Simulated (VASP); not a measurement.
# MoS2 (P6_3/mmc) in VASP: single point with PBEsol

Aim: the single point of MoS2 with PBEsol.

All numbers are computed with VASP 6.6.1; they aren't measurements. Logs are shortened: lines on timing, memory, paths and dates and some standing lists are left out, and cuts for length are marked.

### Step 1. The cell of the first run

Symmetry: P6_3/mmc, No. 194, hexagonal system. The conventional cell has a = 3.141 Å, b = 3.141 Å, c = 12.568 Å, α = 90.00°, β = 90.00°, γ = 120.00°. Mo (site symmetry -6m2) has 6 S at 2.39 Å and 6 Mo at 3.14 Å within 3.2 Å. S (site symmetry 3m) has 3 Mo at 2.39 Å and 7 S at 3.12 to 3.14 Å within 3.2 Å.

### Step 2. Single point, PBEsol

File INCAR:

```
PREC     = Accurate       # precision mode
ENCUT    = 520            # plane-wave cutoff, eV
EDIFF    = 1E-6           # SCF threshold, eV
ISMEAR   = 0              # smearing method
SIGMA    = 0.02           # smearing width, eV
LREAL    = F              # projectors in reciprocal space
LASPH    = T              # aspherical terms in the spheres
NELM     = 60             # most SCF steps
ALGO     = Normal         # electronic algorithm
ISIF     = 2              # what is computed and relaxed
LWAVE    = F              # write WAVECAR
LCHARG   = T              # write CHGCAR
GGA      = PS             # functional
LELF     = T              # ELF
LVHAR    = T            
NBANDS   = 35             # bands
```

File KPOINTS:

```
Automatic mesh
0
Gamma
  12 12 4
```

File POSCAR:

```
MoS2
1.0
    3.1413686614      0.0000000000      0.0000000000
   -1.5706843307      2.7205050634      0.0000000000
    0.0000000000      0.0000000000     12.5684092953
Mo S
2 4
Direct
    0.3333333333      0.6666666667      0.2500000000
    0.6666666667      0.3333333333      0.7500000000
    0.3333333333      0.6666666667      0.6259613280
    0.6666666667      0.3333333333      0.1259613280
    0.3333333333      0.6666666667      0.8740386720
    0.6666666667      0.3333333333      0.3740386720
```

Potentials or basis: VASP PAW PBE potentials, release 64 (Mo_sv, S).

The run is started by

```
$ cat potpaw_PBE.64/Mo_sv/POTCAR potpaw_PBE.64/S/POTCAR > POTCAR
$ mpirun -np 1 vasp_std > vasp.out
```

OUTCAR:

```text
PREC = Accurate
   ENCUT = 520
   EDIFF = 1E-6
   ISMEAR = 0
   LREAL = F
   LASPH = T
   NELM = 60
   ISIF = 2
   GGA = PS

 ion  position               nearest neighbor table
   1  0.333  0.667  0.250-   4 2.39   6 2.39   4 2.39   6 2.39   4 2.39   6 2.39
   2  0.667  0.333  0.750-   3 2.39   5 2.39   3 2.39   5 2.39   3 2.39   5 2.39
   3  0.333  0.667  0.626-   2 2.39   2 2.39   2 2.39
   4  0.667  0.333  0.126-   1 2.39   1 2.39   1 2.39
   5  0.333  0.667  0.874-   2 2.39   2 2.39   2 2.39
   6  0.667  0.333  0.374-   1 2.39   1 2.39   1 2.39

  LATTYP: Found a hexagonal cell.
 ALAT       =     3.1413686614
 C/A-ratio  =     4.0009341946

  Lattice vectors:

 A1 = (   3.1413686614,   0.0000000000,   0.0000000000)
 A2 = (  -1.5706843307,   2.7205050634,   0.0000000000)
 A3 = (   0.0000000000,   0.0000000000,  12.5684092953)

Analysis of symmetry for initial positions (statically):
=====================================================================
 Subroutine PRICEL returns:
 Original cell was already a primitive cell.

 Routine SETGRP: Setting up the symmetry group for a
 hexagonal supercell.

 Subroutine GETGRP returns: Found 24 space group operations
 (whereof 12 operations were pure point group operations)
 out of a pool of 24 trial point group operations.

The static configuration has the point symmetry D_3d.
 The point group associated with its full space group is D_6h.

Analysis of symmetry for dynamics (positions and initial velocities):
=====================================================================
 Subroutine PRICEL returns:
 Original cell was already a primitive cell.

 Routine SETGRP: Setting up the symmetry group for a
 hexagonal supercell.

 Subroutine GETGRP returns: Found 24 space group operations
 (whereof 12 operations were pure point group operations)
 out of a pool of 24 trial point group operations.

The dynamic configuration has the point symmetry D_3d.
 The point group associated with its full space group is D_6h.

 Subroutine INISYM returns: Found 24 space group operations
 (whereof 12 operations are pure point group operations),
 and found     1 'primitive' translations

----------------------------------------------------------------------------------------

                                     Primitive cell

  volume of cell :     107.4110

[... 91 lines left out ...]
   LNONCOLLINEAR =      F non collinear calculations
   LSORBIT =      F    spin-orbit coupling
   LASPH  =      T    aspherical Exc in radial PAW
   ENCUT  =  520.0 eV  38.22 Ry    6.18 a.u.   5.84  5.84 23.37*2*pi/ulx,y,z
   NELM   =     60;   NELMIN=  2; NELMDL= -5     # of ELM steps
   EDIFF  = 0.1E-05   stopping-criterion for ELM
   LREAL  =      F    real-space projection
   EDIFFG = 0.1E-04   stopping-criterion for IOM
   NSW    =      0    number of steps for IOM
   IBRION =     -1    ionic relax: 0-MD 1-quasi-New 2-CG
   NFREE  =      0    steps in history (QN), initial steepest desc. (CG)
   ISIF   =      2    stress and relaxation
   ISYM   =      2    0-nonsym 1-usesym 2-fastsym
   POTIM  = 0.5000    time-step for ionic-motion
   TEBEG  =    0.0;   TEEND  =   0.0 temperature during run
   PSTRESS=    0.0 pullay stress
   NELECT =      52.0000    total number of electrons
   NUPDOWN=      -1.0000    fix difference up-down
   EMIN   =  10.00;   EMAX   =-10.00  energy-range for DOS
   EFERMI =   0.00;   METHOD = LEGACY
   ISMEAR =     0;   SIGMA  =   0.02  broadening in eV -4-tet -1-fermi 0-gaus
   EFERMI_NEDOS =   21; number of points for ismear=-14 and -15
   IALGO  =     38    algorithm
   IMIX   =      4    mixing-type and parameters
     AMIX     =   0.40;   BMIX     =  1.00
     AMIX_MAG =   1.60;   BMIX_MAG =  1.00
  volume/ion in A,a.u.               =      17.90       120.81
  Fermi-wavevector in a.u.,A,eV,Ry     =   1.285463  2.429173 22.482484  1.652416
  Thomas-Fermi vector in A             =   2.417596
   LORBIT       =      0    0 simple, 1 ext, 2 COOP (PROOUT), +10 PAW based schemes
   GGA     = PS    functional components
   LHFCALC =     F    Hartree Fock is set to
   AEXX    =    0.0000 exact exchange contribution
   IVDW    =     0    specifies the selected vdW correction
   LEPSILON=     F    determine dielectric tensor
   LRPA    =     F    only Hartree local field effects (RPA)
 non-spin polarized calculation
 Gauss-broadening in eV      SIGMA  =   0.02
  energy-cutoff  :      520.00
  volume of cell :      107.41
 maximum number of plane-waves:      2922
 NGX is ok and might be reduce to    24
   NGX = 11   NGY = 11   NGZ = 47

 number of electron      52.0000004 magnetization

 Free energy of the ion-electron system (eV)
  ---------------------------------------------------
  ext. energy  EPLUGINS =         0.00000000
  ---------------------------------------------------
  free energy    TOTEN  =       -46.90574255 eV

  energy without entropy =      -46.90574255  energy(sigma->0) =      -46.90574255

 E-fermi :   7.5712     XC(G=0): -10.9307

 val. band max:        7.2745991125   @ k =   0.0000   0.0000   0.0000
 cond. band min:       8.2650126039   @ k =   0.1667   0.1667   0.0000
 fundamental gap:      0.9904134914
 Fermi energy:         7.5711732941

 k-point     1 :       0.0000    0.0000    0.0000
  band No.  band energies     occupation
      1     -54.0117      2.00000
      2     -54.0117      2.00000
      3     -28.2232      2.00000
      4     -28.2231      2.00000
      5     -27.9605      2.00000
      6     -27.9605      2.00000
[... 901 lines left out ...]
     34      11.0363      0.00000
     35      14.0468      0.00000

 [... further k-points ...]
[... 5 lines left out ...]
  --------------------------------------------------------------------------------------
  -------------------------------------------------------------------------------------
  Total       -0.0000969     -0.0000969     -0.0112390      0.0000000      0.0000000      0.0000000
  in kB       -0.0014455     -0.0014455     -0.1676443      0.0000000      0.0000000      0.0000000
  external PRESSURE =      -0.0568451 kB  Pullay stress =       0.0000000 kB

 VOLUME and BASIS-vectors are now :
 -----------------------------------------------------------------------------
  energy-cutoff  :      520.00
  volume of cell :      107.41
      direct lattice vectors                 reciprocal lattice vectors
     3.141368661  0.000000000  0.000000000     0.318332583  0.183789402  0.000000000
    -1.570684331  2.720505063  0.000000000     0.000000000  0.367578805  0.000000000
     0.000000000  0.000000000 12.568409295     0.000000000  0.000000000  0.079564564

 POSITION                                       TOTAL-FORCE (eV/Angst)
 -----------------------------------------------------------------------------------
     -0.00000      1.81367      3.14210        -0.000000      0.000000      0.000000
      1.57068      0.90684      9.42631         0.000000     -0.000000      0.000000
     -0.00000      1.81367      7.86734         0.000000     -0.000000     -0.002316
      1.57068      0.90684      1.58313        -0.000000      0.000000     -0.002316
     -0.00000      1.81367     10.98528         0.000000     -0.000000      0.002316
      1.57068      0.90684      4.70107        -0.000000      0.000000      0.002316
 -----------------------------------------------------------------------------------
    total drift:                               -0.000000      0.000000     -0.000000

  FREE ENERGIE OF THE ION-ELECTRON SYSTEM (eV)
  ---------------------------------------------------
  free  energy   TOTEN  =       -46.9057425454 eV

  energy  without entropy=      -46.9057425454  energy(sigma->0) =      -46.90574255
```

stdout:

```text
POSCAR found type information on POSCAR MoS
 POSCAR found :  2 types and       6 ions
 scaLAPACK will be used
 -----------------------------------------------------------------------------
|                                                                             |
|                                                                             |
|     You enforced a specific xc type in the INCAR file but a different       |
|     I HOPE YOU KNOW WHAT YOU ARE DOING!                                     |
|                                                                             |
 -----------------------------------------------------------------------------

 LDA part: xc-table for (Slater+PW92), standard interpolation
 POSCAR, INCAR and KPOINTS ok, starting setup
 FFT: planning ... GRIDC
 FFT: planning ... GRID_SOFT
 FFT: planning ... GRID
 WAVECAR not read
 entering main loop
```

It took 1.8 min on 1 thread of Intel Xeon Platinum 8488C (Sapphire Rapids), shared host; peak memory 0.32 GiB.

What came out:

```yaml
Free_energy: -46.9057 eV
Pressure: 0.0 GPa
Band_gap_on_the_k_mesh: 0.99 eV, indirect (least direct gap 1.74 eV)
```

Forces in eV/Å, atoms in the order of the input:
```
Mo   0.000  0.000  0.000
Mo   0.000  0.000  0.000
S    0.000  0.000 -0.002
S    0.000  0.000 -0.002
S    0.000  0.000  0.002
S    0.000  0.000  0.002
```

Caveat: the PAW data sets were made with another functional, which shifts forces and pressure a little; this functional lacks dispersion, which binds the layers, so the pressure and a relaxed spacing across them are unreliable. A k mesh can miss the band edges.
